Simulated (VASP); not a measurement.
# CaB (P1) in VASP: single point with PBEsol

Aim: the single point of CaB with PBEsol.

Everything below comes from runs of VASP 6.6.1. Logs are shortened: lines on timing, memory, paths and dates and some standing lists are left out, and cuts for length are marked.

**1. The cell of the first run**

The typed cell holds 8 atoms: a = 3.972 Å, b = 6.329 Å, c = 5.965 Å, α = 89.27°, β = 89.17°, γ = 70.61°.

**2. Single point, PBEsol**

File POSCAR:

```
CaB
1.0
    3.9716988000     -0.0383170900     -0.0286923200
    2.0430120200     -5.9903748600     -0.0401072400
    0.0428054600     -0.0257610800     -5.9646007800
Ca B
4 4
Direct
    0.4492400000      0.1046060000      0.7562000000
    0.5545700000      0.8879810000      0.2544950000
    0.7292370000      0.5484750000      0.7470090000
    0.2886100000      0.4535180000      0.2447330000
    0.0981800000      0.8126970000      0.9372810000
    0.9048260000      0.1960900000      0.4446250000
    0.9025670000      0.1903620000      0.0579700000
    0.0931100000      0.8019260000      0.5582120000
```

File INCAR.step1:

```
SYSTEM = CaB
PREC     = Accurate       ! precision mode
ENCUT    = 520            ! plane-wave cutoff, eV
EDIFF    = 1E-7           ! SCF threshold, eV
ISMEAR   = 1              ! smearing method
SIGMA    = 0.0184         ! smearing width, eV
LREAL    = .FALSE.        ! projectors in reciprocal space
LASPH    = .TRUE.         ! aspherical terms in the spheres
NELM     = 100            ! most SCF steps
ALGO     = Fast           ! electronic algorithm
ISIF     = 2              ! what is computed and relaxed
LWAVE    = .FALSE.        ! write WAVECAR
LCHARG   = .TRUE.         ! write CHGCAR
GGA      = PS             ! functional
NBANDS   = 36             ! bands
```

File KPOINTS.step1:

```
Automatic mesh
0
Gamma
  5 3 3
  0.5 0.5 0
```

File INCAR.step2:

```
SYSTEM = CaB
PREC     = Accurate       ! precision mode
ENCUT    = 520            ! plane-wave cutoff, eV
EDIFF    = 1E-7           ! SCF threshold, eV
ISMEAR   = -5             ! smearing method
SIGMA    = 0.0184         ! smearing width, eV
LREAL    = .FALSE.        ! projectors in reciprocal space
LASPH    = .TRUE.         ! aspherical terms in the spheres
NELM     = 100            ! most SCF steps
ALGO     = Fast           ! electronic algorithm
ISIF     = 2              ! what is computed and relaxed
LWAVE    = .FALSE.        ! write WAVECAR
LCHARG   = .FALSE.        ! write CHGCAR
GGA      = PS             ! functional
LORBIT   = 11             ! projections on sites
NEDOS    = 1001           ! points of the DOS
ICHARG   = 11             ! starting density
```

File KPOINTS.step2:

```
Automatic mesh
0
G
  8 5 5
  0 0 0
```

Potentials or basis: VASP PAW PBE potentials, release 64 (Ca_sv, B).

Run with:

```sh
$ cat potpaw_PBE.64/Ca_sv/POTCAR potpaw_PBE.64/B/POTCAR > POTCAR
$ cp INCAR.step1 INCAR
$ cp KPOINTS.step1 KPOINTS
$ mpirun -np 1 vasp_std > vasp.out
$ cp INCAR.step2 INCAR
$ cp KPOINTS.step2 KPOINTS
$ mpirun -np 1 vasp_std > vasp.out
```

OUTCAR:

```text
SYSTEM = CaB
   PREC = Accurate
   ENCUT = 520
   EDIFF = 1E-7
   ISMEAR = -5
   LREAL = .FALSE.
   LASPH = .TRUE.
   NELM = 100
   ISIF = 2
   GGA = PS
   LORBIT = 11
   ICHARG = 11

 ion  position               nearest neighbor table
   1  0.449  0.105  0.756-
   2  0.555  0.888  0.254-
   3  0.729  0.548  0.747-
   4  0.289  0.454  0.245-
   5  0.098  0.813  0.937-
   6  0.905  0.196  0.445-
   7  0.903  0.190  0.058-
   8  0.093  0.802  0.558-

  Warning from LATTYP: Got some problem with cell dimensions!
  Tried to take original basis but could not verify dimensions!
  LATTYP: Found a triclinic cell.
 ALAT       =     3.9719872616
 B/A-ratio  =     2.1031970765
 C/A-ratio  =     2.6375337620
 COS(alpha) =     0.0004737123
 COS(beta)  =     0.5879074700
 COS(gamma) =     0.6994400946

  Lattice vectors:

 A1 = (  -3.9716988000,   0.0383170900,   0.0286923200)
 A2 = (  -5.9003855800,  -5.9137406800,   0.0172774000)
 A3 = (  -6.0575162800,   6.0544530300,   6.0334003400)

Analysis of symmetry for initial positions (statically):
=====================================================================
 Subroutine PRICEL returns:
 Original cell was already a primitive cell.

 Routine SETGRP: Setting up the symmetry group for a
 triclinic supercell.

 Subroutine GETGRP returns: Found  1 space group operations
 (whereof  1 operations were pure point group operations)
 out of a pool of  2 trial point group operations.

The static configuration has the point symmetry C_1 .

Analysis of symmetry for dynamics (positions and initial velocities):
=====================================================================
 Subroutine PRICEL returns:
 Original cell was already a primitive cell.

 Routine SETGRP: Setting up the symmetry group for a
 triclinic supercell.

 Subroutine GETGRP returns: Found  1 space group operations
 (whereof  1 operations were pure point group operations)
 out of a pool of  2 trial point group operations.

The dynamic configuration has the point symmetry C_1 .

 Subroutine INISYM returns: Found  1 space group operations
 (whereof  1 operations are pure point group operations),
 and found     1 'primitive' translations

----------------------------------------------------------------------------------------

                                     Primitive cell

  volume of cell :     141.4328

  direct lattice vectors                    reciprocal lattice vectors
     3.971698800 -0.038317090 -0.028692320     0.252622946  0.086147184  0.001440901
     2.043012020 -5.990374860 -0.040107240    -0.001610709 -0.167488558  0.000711823
     0.042805460 -0.025761080 -5.964600780    -0.001204395  0.000711823 -0.167667532

  length of vectors
     3.971987262  6.329304675  5.964810006     0.266911533  0.167497815  0.167673369

  position of ions in fractional coordinates (direct lattice)
     0.449240000  0.104606000  0.756200000
     0.554570000  0.887981000  0.254495000
     0.729237000  0.548475000  0.747009000
     0.288610000  0.453518000  0.244733000
     0.098180000  0.812697000  0.937281000
     0.904826000  0.196090000  0.444625000
     0.902567000  0.190362000  0.057970000
     0.093110000  0.801926000  0.558212000

  ion indices of the primitive-cell ions
   primitive index   ion index
                 1           1
                 2           2
                 3           3
                 4           4
                 5           5
                 6           6
                 7           7
                 8           8

----------------------------------------------------------------------------------------

 KPOINTS: Automatic mesh

Automatic generation of k-mesh.
 Grid dimensions read from file:
 generate k-points for:    8    5    5

 Generating k-lattice:

  Cartesian coordinates                     Fractional coordinates (reciprocal lattice)
     0.031577868  0.010768398  0.000180113     0.125000000 -0.000000000  0.000000000
    -0.000322142 -0.033497712  0.000142365    -0.000000000  0.200000000 -0.000000000
    -0.000240879  0.000142365 -0.033533506    -0.000000000 -0.000000000  0.200000000

  Length of vectors
     0.033363942  0.033499563  0.033534674

  Shift w.r.t. Gamma in fractional coordinates (k-lattice)
     0.000000000  0.000000000  0.000000000

 TETIRR: Found    598 inequivalent tetrahedra from     1200

 Subroutine IBZKPT returns following result:
 ===========================================

 Found    101 irreducible k-points:

 Following reciprocal coordinates:
            Coordinates               Weight
  0.000000  0.000000  0.000000      1.000000
  0.125000  0.000000  0.000000      2.000000
  0.250000  0.000000  0.000000      2.000000
  0.375000  0.000000  0.000000      2.000000
  0.500000  0.000000  0.000000      1.000000
  0.000000  0.200000  0.000000      2.000000
[... 16 lines left out ...]
  0.125000  0.000000  0.200000      2.000000
  0.250000  0.000000  0.200000      2.000000
 [... further k-points ...]
   k-points           NKPTS =    101   k-points in BZ     NKDIM =    101   number of bands    NBANDS=     31
   number of dos      NEDOS =   1001   number of ions     NIONS =      8
   total plane-waves  NPLWV =  69120
   dimension x,y,z NGX =    30 NGY =   48 NGZ =   48
   dimension x,y,z NGXF=    60 NGYF=   96 NGZF=   96
   ions per type =               4   4
   NGX,Y,Z   is equivalent  to a cutoff of  12.56, 12.61, 13.38 a.u.
   NGXF,Y,Z  is equivalent  to a cutoff of  25.11, 25.22, 26.76 a.u.
 SYSTEM =  CaB
   PREC   = accura    normal or accurate (medium, high low for compatibility)
   ISTART =      0    job   : 0-new  1-cont  2-samecut
   ICHARG =     11    charge: 1-file 2-atom 10-const
   ISPIN  =      1    spin polarized calculation?
   LNONCOLLINEAR =      F non collinear calculations
   LSORBIT =      F    spin-orbit coupling
   LASPH  =      T    aspherical Exc in radial PAW
   ENCUT  =  520.0 eV  38.22 Ry    6.18 a.u.   7.39 11.77 11.09*2*pi/ulx,y,z
   NELM   =    100;   NELMIN=  2; NELMDL=  0     # of ELM steps
   EDIFF  = 0.1E-06   stopping-criterion for ELM
   LREAL  =      F    real-space projection
   EDIFFG = 0.1E-05   stopping-criterion for IOM
   NSW    =      0    number of steps for IOM
   IBRION =     -1    ionic relax: 0-MD 1-quasi-New 2-CG
   NFREE  =      0    steps in history (QN), initial steepest desc. (CG)
   ISIF   =      2    stress and relaxation
   ISYM   =      2    0-nonsym 1-usesym 2-fastsym
   POTIM  = 0.5000    time-step for ionic-motion
   TEBEG  =    0.0;   TEEND  =   0.0 temperature during run
   PSTRESS=    0.0 pullay stress
   NELECT =      52.0000    total number of electrons
   NUPDOWN=      -1.0000    fix difference up-down
   EMIN   =  10.00;   EMAX   =-10.00  energy-range for DOS
   EFERMI =   0.00;   METHOD = LEGACY
   ISMEAR =    -5;   SIGMA  =   0.02  broadening in eV -4-tet -1-fermi 0-gaus
   EFERMI_NEDOS =   21; number of points for ismear=-14 and -15
   IALGO  =     68    algorithm
   IMIX   =      4    mixing-type and parameters
     AMIX     =   0.40;   BMIX     =  1.00
     AMIX_MAG =   1.60;   BMIX_MAG =  1.00
  volume/ion in A,a.u.               =      17.68       119.30
  Fermi-wavevector in a.u.,A,eV,Ry     =   1.172805  2.216281 18.714438  1.375472
  Thomas-Fermi vector in A             =   2.309228
   LORBIT       =     11    0 simple, 1 ext, 2 COOP (PROOUT), +10 PAW based schemes
   GGA     = PS    functional components
   LHFCALC =     F    Hartree Fock is set to
   AEXX    =    0.0000 exact exchange contribution
   IVDW    =     0    specifies the selected vdW correction
   LEPSILON=     F    determine dielectric tensor
   LRPA    =     F    only Hartree local field effects (RPA)
 non-spin polarized calculation
 RMM-DIIS sequential band-by-band and
 Fermi weights with tetrahedron method with Bloechl corrections
  energy-cutoff  :      520.00
  volume of cell :      141.43
 maximum number of plane-waves:      3835
 NGX is ok and might be reduce to    30

 number of electron      52.0000002 magnetization

 Free energy of the ion-electron system (eV)
  ---------------------------------------------------
  ext. energy  EPLUGINS =         0.00000000
  ---------------------------------------------------
  free energy    TOTEN  =       -32.29774907 eV

  energy without entropy =      -32.29774907  energy(sigma->0) =      -32.29774907

 E-fermi :   3.1841     XC(G=0):  -9.9320

 val. band max:        3.2159674853   @ k =   0.0000  -0.4000   0.2000
 cond. band min:       3.1701289910   @ k =   0.5000   0.4000   0.4000
 fundamental gap:     -0.0458384943
 Fermi energy:         3.1840817546

 k-point     1 :       0.0000    0.0000    0.0000
  band No.  band energies     occupation
      1     -36.5243      2.00000
      2     -36.4660      2.00000
      3     -36.4103      2.00000
      4     -36.3265      2.00000
      5     -17.9223      2.00000
      6     -17.8685      2.00000
[... 23 lines left out ...]
     30       5.3994      0.00000
     31       6.1409      0.00000

 k-point     2 :       0.1250    0.0000    0.0000
  band No.  band energies     occupation
      1     -36.5216      2.00000
      2     -36.4653      2.00000
      3     -36.4109      2.00000
      4     -36.3265      2.00000
      5     -17.9110      2.00000
      6     -17.8579      2.00000
[... 740 lines left out ...]
 k-point    24 :       0.2500    0.0000    0.2000
  band No.  band energies     occupation
      1     -36.5133      2.00000
      2     -36.4643      2.00000
      3     -36.4113      2.00000
      4     -36.3288      2.00000
      5     -17.9000      2.00000
      6     -17.8390      2.00000
[... 23 lines left out ...]
     30       5.4046      0.00000
     31       5.9889      0.00000

 [... further k-points ...]

------------------------ aborting loop because EDIFF is reached ----------------------------------------

  FORCE on cell =-STRESS in cart. coord.  units (eV):
  Direction    XX          YY          ZZ          XY          YZ          ZX
  --------------------------------------------------------------------------------------
  -------------------------------------------------------------------------------------
  Total       -0.1489338     -1.9163474     -3.1567389      0.7914681     -0.5570556      0.6142230
  in kB       -1.6871506    -21.7087494    -35.7601401      8.9659015     -6.3104322      6.9580353
  external PRESSURE =     -19.7186800 kB  Pullay stress =       0.0000000 kB

 VOLUME and BASIS-vectors are now :
 -----------------------------------------------------------------------------
  energy-cutoff  :      520.00
  volume of cell :      141.43
      direct lattice vectors                 reciprocal lattice vectors
     3.971698800 -0.038317090 -0.028692320     0.252622946  0.086147184  0.001440901
     2.043012020 -5.990374860 -0.040107240    -0.001610709 -0.167488558  0.000711823
     0.042805460 -0.025761080 -5.964600780    -0.001204395  0.000711823 -0.167667532

 POSITION                                       TOTAL-FORCE (eV/Angst)
 -----------------------------------------------------------------------------------
      2.03033     -0.66332     -4.52752         0.015211      0.306317      0.172173
      4.02763     -5.34714     -1.56949         0.047267     -0.545244      0.110940
      4.04883     -3.33276     -4.49853         0.038707     -0.191183     -0.124454
      2.08329     -2.73411     -1.48620        -0.263819      0.360447     -0.061807
      2.09041     -4.89627     -5.62592        -0.093126     -1.326913      1.800055
      4.01334     -1.22078     -2.68584        -0.000551      1.450119      1.953465
      3.97612     -1.17642     -0.37930         0.107189      1.461695     -1.819019
      2.03204     -4.82179     -3.36435         0.149122     -1.515238     -2.031351
 -----------------------------------------------------------------------------------
    total drift:                                0.000624      0.000815     -0.000327

  FREE ENERGIE OF THE ION-ELECTRON SYSTEM (eV)
  ---------------------------------------------------
  free  energy   TOTEN  =       -32.2977490668 eV

  energy  without entropy=      -32.2977490668  energy(sigma->0) =      -32.29774907

 total charge

# of ion       s       p       d       tot
------------------------------------------
    1        2.064   5.864   0.298   8.225
    2        2.064   5.862   0.295   8.220
    3        2.066   5.867   0.287   8.220
    4        2.066   5.866   0.286   8.217
    5        0.706   0.851   0.000   1.557
    6        0.715   0.815   0.000   1.530
    7        0.709   0.842   0.000   1.551
    8        0.712   0.837   0.000   1.548
--------------------------------------------------
tot         11.101  26.804   1.165  39.069
```

It took 12 min on 1 thread of Intel Xeon Platinum 8488C (Sapphire Rapids), shared host; peak memory 0.46 GiB.

Results:

| Item | Value |
| --- | --- |
| Valence electrons inside the program's atomic spheres | Ca 8.22; B 1.56, 1.53, 1.55 (each value once) |

Levels at points of the mesh, in eV from the Fermi level:
| k point | band 22 | band 23 | band 24 | band 25 | band 26 | band 27 | band 28 | band 29 | band 30 | band 31 |
| --- | --- | --- | --- | --- | --- | --- | --- | --- | --- | --- |
| (0.00, 0.00, 0.00) | -2.41 | -0.63 | -0.19 | -0.10 | 0.46 | 0.67 | 0.85 | 1.47 | 2.22 | 2.96 |
| (0.50, 0.00, 0.00) | -1.75 | -1.28 | -1.08 | -0.25 | -0.15 | -0.12 | 0.41 | 1.32 | 1.35 | 2.96 |

Caveat: the PAW data sets were made with another functional, which shifts forces and pressure a little; tetrahedron occupations give inexact forces and stress in metals.
